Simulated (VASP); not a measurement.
# Cu: single point with PBE

Crystal: Cu.

```
CELL_PARAMETERS angstrom
2.95106 0.00000 0.00000
0.00000 2.95106 0.00000
0.00000 0.00000 2.73152
ATOMIC_POSITIONS crystal
Cu 0.00000 0.00000 0.00000
Cu 0.50000 0.50000 0.50000
```

This cell differs from its parent crystal: strain along c alone, the other axes held: -1.0 %.

```
Program             : VASP 6.6.1
Task                : single point
Functional          : PBE
Potentials or basis : VASP PAW PBE potentials, release 64 (Cu)
Cutoff              : 520 eV
k mesh              : 14 × 14 × 16
Occupations         : gaussian, width 0.1 eV
Spin                : no spin polarisation
```

```
Pressure               : 2.7 GPa
Band gap on the k mesh : zero (band 11 reaches 13.63 eV, above the bottom of band 12 at 6.01 eV)
```

Stress tensor (GPa, compression positive):
```
2.59 0.00 0.00
0.00 2.59 0.00
0.00 0.00 2.85
```

Levels at points of the mesh, in eV from the Fermi level:
```tsv
k point	band 7	band 8	band 9	band 10	band 11	band 12	band 13	band 14	band 15	band 16
(0.00, 0.00, 0.00)	-2.29	-1.97	-1.57	-1.57	-1.49	7.21	7.21	10.18	12.78	13.42
(0.50, 0.00, 0.00)	-2.63	-2.63	-2.28	-2.28	-1.51	-1.51	13.35	13.35	15.54	15.54
(0.50, 0.50, 0.00)	-2.08	-2.08	-1.42	-1.42	-0.96	-0.96	3.76	3.76	18.84	18.84
(0.00, 0.00, 0.50)	-2.92	-2.92	-2.38	-2.38	-0.91	-0.91	14.18	14.18	14.18	14.18
(0.50, 0.00, 0.50)	-1.85	-1.85	-1.38	-1.38	-0.37	-0.37	4.60	4.60	16.76	16.76
(0.50, 0.50, 0.50)	-2.04	-2.04	-1.90	-1.90	6.11	6.11	6.65	6.65	6.65	6.65
```

Run time: 68 s on 1 thread of Intel(R) Xeon(R) Platinum 8259CL CPU @ 2.50GHz (Skylake/Cascade Lake), on a shared host, peak memory 0.22 GiB.

Caveat: the cell differs from its parent crystal (strain along c alone, the other axes held: -1.0 %).
